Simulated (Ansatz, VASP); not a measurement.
# CaO: VASP beside Ansatz

```
Ca O
1.0
     4.89800    0.00000    0.00000
     0.00000   -4.89800    0.00000
     0.00000    0.00000   -4.89800
Ca O
4 4
Direct
  0.00000 0.50000 0.50000
  0.50000 0.00000 0.50000
  0.50000 0.50000 0.00000
  0.00000 0.00000 0.00000
  0.50000 0.00000 0.00000
  0.00000 0.50000 0.00000
  0.00000 0.00000 0.50000
  0.50000 0.50000 0.50000
```

Alike in both runs: task single point; functional PBE; k mesh 6 × 6 × 6; occupations gaussian, width 0.05 eV; no spin polarisation.

```csv
,VASP,Ansatz
version,VASP 6.6.1,Ansatz 0.2.0
potentials or method,"VASP PAW PBE potentials, release 64 (Ca_sv, O), cutoff 520 eV","scalar-relativistic, plane waves, PAW"
valence electrons in the cell,64,64
```

|  | VASP | Ansatz | Ansatz less VASP |
| --- | --- | --- | --- |
| gap on the k mesh at the Fermi level (eV) | 3.64 | 3.66 | +0.015 |
| least direct gap on the mesh (eV) | 3.64 | 3.66 | +0.015 |
| pressure (GPa) | -3.5 | -4.0 | -0.48 |

With one functional, cell and mesh, what is left measures potentials, basis and numerics.
